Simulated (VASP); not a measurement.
# Au (Im-3m) in VASP: further runs

The runs below take Au through single point, with PBE.

Everything below comes from runs of VASP 6.6.1. Logs are shortened: lines on timing, memory, paths and dates and some standing lists are left out, and cuts for length are marked.

## 1. The cell of the first run

The structure is cubic, space group Im-3m (No. 229). Conventional cell: a = 3.040 Å, b = 3.040 Å, c = 3.040 Å, α = 90.00°, β = 90.00°, γ = 90.00°. Within 3.5 Å of Au (site symmetry m-3m) lie 14 Au at 2.63 to 3.04 Å.

## 2. Single point, PBE (volume scaled by 0.78)

File INCAR:

```
PREC     = Accurate       # precision mode
ENCUT    = 520            # plane-wave cutoff, eV
EDIFF    = 1E-7           # SCF threshold, eV
ISMEAR   = -1             # smearing method
SIGMA    = 0.08           # smearing width, eV
LREAL    = False          # projectors in reciprocal space
LASPH    = True           # aspherical terms in the spheres
NELM     = 80             # most SCF steps
ALGO     = Normal         # electronic algorithm
ISIF     = 2              # what is computed and relaxed
LWAVE    = False          # write WAVECAR
LCHARG   = True           # write CHGCAR
GGA      = PE             # functional
LELF     = True           # ELF
LVHAR    = True         
NBANDS   = 12             # bands
```

File KPOINTS:

```
Automatic mesh
0
Gamma
  16 16 16
```

File POSCAR:

```
Au
1.0
   -1.5197699286      1.5197699286      1.5197699286
    1.5197699286     -1.5197699286      1.5197699286
    1.5197699286      1.5197699286     -1.5197699286
Au
1
Direct
    0.0000000000      0.0000000000      0.0000000000
```

Potentials or basis: VASP PAW PBE potentials, release 64 (Au).

On the command line:

```
cat potpaw_PBE.64/Au/POTCAR > POTCAR
mpirun -np 1 vasp_std > vasp.out
```

OUTCAR:

```text
PREC = Accurate
   ENCUT = 520
   EDIFF = 1E-7
   ISMEAR = -1
   LREAL = False
   LASPH = True
   NELM = 80
   ISIF = 2
   GGA = PE

 ion  position               nearest neighbor table
   1  0.000  0.000  0.000-

  LATTYP: Found a body centered cubic cell.
 ALAT       =     3.0395398572

  Lattice vectors:

 A1 = (  -1.5197699286,   1.5197699286,   1.5197699286)
 A2 = (   1.5197699286,  -1.5197699286,   1.5197699286)
 A3 = (   1.5197699286,   1.5197699286,  -1.5197699286)

Analysis of symmetry for initial positions (statically):
=====================================================================
 Subroutine PRICEL returns:
 Original cell was already a primitive cell.

 Routine SETGRP: Setting up the symmetry group for a
 body centered cubic supercell.

 Subroutine GETGRP returns: Found 48 space group operations
 (whereof 48 operations were pure point group operations)
 out of a pool of 48 trial point group operations.

The static configuration has the point symmetry O_h .

Analysis of symmetry for dynamics (positions and initial velocities):
=====================================================================
 Subroutine PRICEL returns:
 Original cell was already a primitive cell.

 Routine SETGRP: Setting up the symmetry group for a
 body centered cubic supercell.

 Subroutine GETGRP returns: Found 48 space group operations
 (whereof 48 operations were pure point group operations)
 out of a pool of 48 trial point group operations.

The dynamic configuration has the point symmetry O_h .

 Subroutine INISYM returns: Found 48 space group operations
 (whereof 48 operations are pure point group operations),
 and found     1 'primitive' translations

----------------------------------------------------------------------------------------

                                     Primitive cell

  volume of cell :      14.0409

  direct lattice vectors                    reciprocal lattice vectors
    -1.519769929  1.519769929  1.519769929     0.000000000  0.328997166  0.328997166
     1.519769929 -1.519769929  1.519769929     0.328997166  0.000000000  0.328997166
     1.519769929  1.519769929 -1.519769929     0.328997166  0.328997166  0.000000000

  length of vectors
     2.632318732  2.632318732  2.632318732     0.465272255  0.465272255  0.465272255

  position of ions in fractional coordinates (direct lattice)
     0.000000000  0.000000000  0.000000000

  ion indices of the primitive-cell ions
   primitive index   ion index
                 1           1

----------------------------------------------------------------------------------------

 KPOINTS: Automatic mesh

Automatic generation of k-mesh.
 Grid dimensions read from file:
 generate k-points for:   16   16   16

 Generating k-lattice:

  Cartesian coordinates                     Fractional coordinates (reciprocal lattice)
     0.000000000  0.020562323  0.020562323     0.062500000  0.000000000  0.000000000
     0.020562323  0.000000000  0.020562323     0.000000000  0.062500000  0.000000000
     0.020562323  0.020562323  0.000000000     0.000000000  0.000000000  0.062500000

  Length of vectors
     0.029079516  0.029079516  0.029079516

  Shift w.r.t. Gamma in fractional coordinates (k-lattice)
     0.000000000  0.000000000  0.000000000

 Subroutine IBZKPT returns following result:
 ===========================================

 Found    145 irreducible k-points:

 Following reciprocal coordinates:
            Coordinates               Weight
  0.000000  0.000000  0.000000      1.000000
  0.062500  0.000000  0.000000     12.000000
  0.125000  0.000000  0.000000     12.000000
  0.187500  0.000000  0.000000     12.000000
  0.250000  0.000000  0.000000     12.000000
  0.312500  0.000000  0.000000     12.000000
[... 16 lines left out ...]
  0.187500  0.187500  0.000000     24.000000
  0.250000  0.187500  0.000000     48.000000
 [... further k-points ...]
   k-points           NKPTS =    145   k-points in BZ     NKDIM =    145   number of bands    NBANDS=     12
   number of dos      NEDOS =    301   number of ions     NIONS =      1
   total plane-waves  NPLWV =   8000
   dimension x,y,z NGX =    20 NGY =   20 NGZ =   20
   dimension x,y,z NGXF=    40 NGYF=   40 NGZF=   40
   ions per type =               1
   NGX,Y,Z   is equivalent  to a cutoff of  12.63, 12.63, 12.63 a.u.
   NGXF,Y,Z  is equivalent  to a cutoff of  25.26, 25.26, 25.26 a.u.
 SYSTEM =  unknown system
   PREC   = accura    normal or accurate (medium, high low for compatibility)
   ISTART =      0    job   : 0-new  1-cont  2-samecut
   ICHARG =      2    charge: 1-file 2-atom 10-const
   ISPIN  =      1    spin polarized calculation?
   LNONCOLLINEAR =      F non collinear calculations
   LSORBIT =      F    spin-orbit coupling
   LASPH  =      T    aspherical Exc in radial PAW
   ENCUT  =  520.0 eV  38.22 Ry    6.18 a.u.   4.89  4.89  4.89*2*pi/ulx,y,z
   NELM   =     80;   NELMIN=  2; NELMDL= -5     # of ELM steps
   EDIFF  = 0.1E-06   stopping-criterion for ELM
   LREAL  =      F    real-space projection
   EDIFFG = 0.1E-05   stopping-criterion for IOM
   NSW    =      0    number of steps for IOM
   IBRION =     -1    ionic relax: 0-MD 1-quasi-New 2-CG
   NFREE  =      0    steps in history (QN), initial steepest desc. (CG)
   ISIF   =      2    stress and relaxation
   ISYM   =      2    0-nonsym 1-usesym 2-fastsym
   POTIM  = 0.5000    time-step for ionic-motion
   TEBEG  =    0.0;   TEEND  =   0.0 temperature during run
   PSTRESS=    0.0 pullay stress
   NELECT =      11.0000    total number of electrons
   NUPDOWN=      -1.0000    fix difference up-down
   EMIN   =  10.00;   EMAX   =-10.00  energy-range for DOS
   EFERMI =   0.00;   METHOD = LEGACY
   ISMEAR =    -1;   SIGMA  =   0.08  broadening in eV -4-tet -1-fermi 0-gaus
   EFERMI_NEDOS =   21; number of points for ismear=-14 and -15
   IALGO  =     38    algorithm
   IMIX   =      4    mixing-type and parameters
     AMIX     =   0.40;   BMIX     =  1.00
     AMIX_MAG =   1.60;   BMIX_MAG =  1.00
  volume/ion in A,a.u.               =      14.04        94.75
  Fermi-wavevector in a.u.,A,eV,Ry     =   1.509181  2.851938 30.988984  2.277626
  Thomas-Fermi vector in A             =   2.619537
   LORBIT       =      0    0 simple, 1 ext, 2 COOP (PROOUT), +10 PAW based schemes
   GGA     = PE    functional components
[... 5 lines left out ...]
 non-spin polarized calculation
  energy-cutoff  :      520.00
  volume of cell :       14.04
 maximum number of plane-waves:       387
   NGX =  9   NGY =  9   NGZ =  9

 number of electron      11.0000000 magnetization

 Free energy of the ion-electron system (eV)
  ---------------------------------------------------
  ext. energy  EPLUGINS =         0.00000000
  ---------------------------------------------------
  free energy    TOTEN  =        -2.54486243 eV

  energy without entropy =       -2.54218611  energy(sigma->0) =       -2.54352427

 E-fermi :  13.1602     XC(G=0): -13.9092

 val. band max:       12.9899823372   @ k =  -0.3125   0.4375   0.1250
 cond. band min:      13.2085829507   @ k =   0.3750   0.0625   0.0625
 fundamental gap:      0.2186006136
 Fermi energy:        13.1601856943

 k-point     1 :       0.0000    0.0000    0.0000
  band No.  band energies     occupation
      1       0.9929      2.00000
      2       6.9660      2.00000
      3       6.9660      2.00000
      4       6.9660      2.00000
      5       9.5906      2.00000
      6       9.5906      2.00000
      7      29.4181      0.00000
      8      29.4181      0.00000
      9      29.4181      0.00000
     10      40.3513      0.00000
     11      40.3513      0.00000
     12      41.2190      0.00000

 k-point     2 :       0.0625    0.0000    0.0000
  band No.  band energies     occupation
      1       1.1663      2.00000
      2       6.8995      2.00000
      3       6.9679      2.00000
      4       7.1036      2.00000
      5       9.5050      2.00000
      6       9.5952      2.00000
      7      29.4995      0.00000
      8      29.5584      0.00000
      9      29.6717      0.00000
     10      38.2248      0.00000
     11      38.9137      0.00000
     12      40.7384      0.00000

 k-point     3 :       0.1250    0.0000    0.0000
  band No.  band energies     occupation
      1       1.6660      2.00000
      2       6.7148      2.00000
      3       6.9640      2.00000
      4       7.5084      2.00000
      5       9.3124      2.00000
      6       9.6115      2.00000
      7      29.5982      0.00000
      8      29.7072      0.00000
      9      30.4106      0.00000
     10      36.3566      0.00000
     11      36.7591      0.00000
     12      39.3031      0.00000

 k-point     4 :       0.1875    0.0000    0.0000
  band No.  band energies     occupation
      1       2.4130      2.00000
      2       6.4501      2.00000
      3       6.9631      2.00000
      4       8.1542      2.00000
      5       9.1572      2.00000
      6       9.6453      2.00000
      7      28.9666      0.00000
      8      29.2845      0.00000
      9      31.5721      0.00000
     10      35.4685      0.00000
     11      35.6092      0.00000
     12      37.1464      0.00000

 k-point     5 :       0.2500    0.0000    0.0000
  band No.  band energies     occupation
      1       3.2116      2.00000
      2       6.1538      2.00000
      3       7.1189      2.00000
      4       8.9919      2.00000
      5       9.1436      2.00000
      6       9.7002      2.00000
      7      26.8529      0.00000
      8      28.3576      0.00000
      9      33.0578      0.00000
     10      34.7008      0.00000
     11      35.5828      0.00000
     12      36.2201      0.00000
[... 228 lines left out ...]
      1       4.2388      2.00000
      2       5.6343      2.00000
      3       8.5821      2.00000
      4       9.3967      2.00000
      5      10.3700      2.00000
      6      13.4325      0.06433
      7      18.9915      0.00000
      8      25.3929      0.00000
      9      27.8489      0.00000
     10      36.0673      0.00000
     11      37.4220      0.00000
     12      39.5005      0.00000

 k-point    22 :       0.4375    0.1250   -0.0000
  band No.  band energies     occupation
      1       4.2035      2.00000
      2       5.5900      2.00000
      3       8.8613      2.00000
      4       9.3725      2.00000
      5      10.6095      2.00000
      6      14.2155      0.00000
      7      17.7977      0.00000
      8      25.1415      0.00000
      9      27.5218      0.00000
     10      36.6471      0.00000
     11      36.9929      0.00000
     12      39.6696      0.00000

 k-point    23 :       0.1875    0.1875    0.0000
  band No.  band energies     occupation
      1       4.3155      2.00000
      2       6.2170      2.00000
      3       6.4529      2.00000
      4       8.9775      2.00000
      5       9.9191      2.00000
      6      10.9293      2.00000
      7      24.8293      0.00000
      8      26.8312      0.00000
      9      29.9795      0.00000
     10      32.7621      0.00000
     11      37.7967      0.00000
     12      40.5704      0.00000

 k-point    24 :       0.2500    0.1875    0.0000
  band No.  band energies     occupation
      1       4.6490      2.00000
      2       5.9995      2.00000
      3       6.9194      2.00000
      4       9.1197      2.00000
      5      10.0012      2.00000
      6      12.3216      1.99994
      7      22.4436      0.00000
      8      25.5466      0.00000
      9      28.9780      0.00000
     10      33.6286      0.00000
     11      38.0909      0.00000
     12      40.8689      0.00000

 [... further k-points ...]
[... 5 lines left out ...]
  --------------------------------------------------------------------------------------
  -------------------------------------------------------------------------------------
  Total        6.1578765      6.1578765      6.1578765      0.0000000     -0.0000000      0.0000000
  in kB      702.6645154    702.6645154    702.6645154      0.0000000     -0.0000000      0.0000000
  external PRESSURE =     702.6645154 kB  Pullay stress =       0.0000000 kB

 VOLUME and BASIS-vectors are now :
 -----------------------------------------------------------------------------
  energy-cutoff  :      520.00
  volume of cell :       14.04
      direct lattice vectors                 reciprocal lattice vectors
    -1.519769929  1.519769929  1.519769929     0.000000000  0.328997166  0.328997166
     1.519769929 -1.519769929  1.519769929     0.328997166  0.000000000  0.328997166
     1.519769929  1.519769929 -1.519769929     0.328997166  0.328997166  0.000000000

 POSITION                                       TOTAL-FORCE (eV/Angst)
 -----------------------------------------------------------------------------------
      0.00000      0.00000      0.00000         0.000000     -0.000000     -0.000000
 -----------------------------------------------------------------------------------
    total drift:                                0.000000     -0.000000      0.000000

  FREE ENERGIE OF THE ION-ELECTRON SYSTEM (eV)
  ---------------------------------------------------
  free  energy   TOTEN  =        -2.5448624308 eV

  energy  without entropy=       -2.5421861052  energy(sigma->0) =       -2.54352427
```

Run time: 33 s. Hardware: 1 thread of AMD EPYC 7R13, shared host; peak memory 0.11 GiB.

Results:

- Free energy: -2.5449 eV
- Pressure: 70.3 GPa

Caveat: spin-orbit coupling is left out, which moves the levels of the heavy elements.

[end of part 1 of 2]
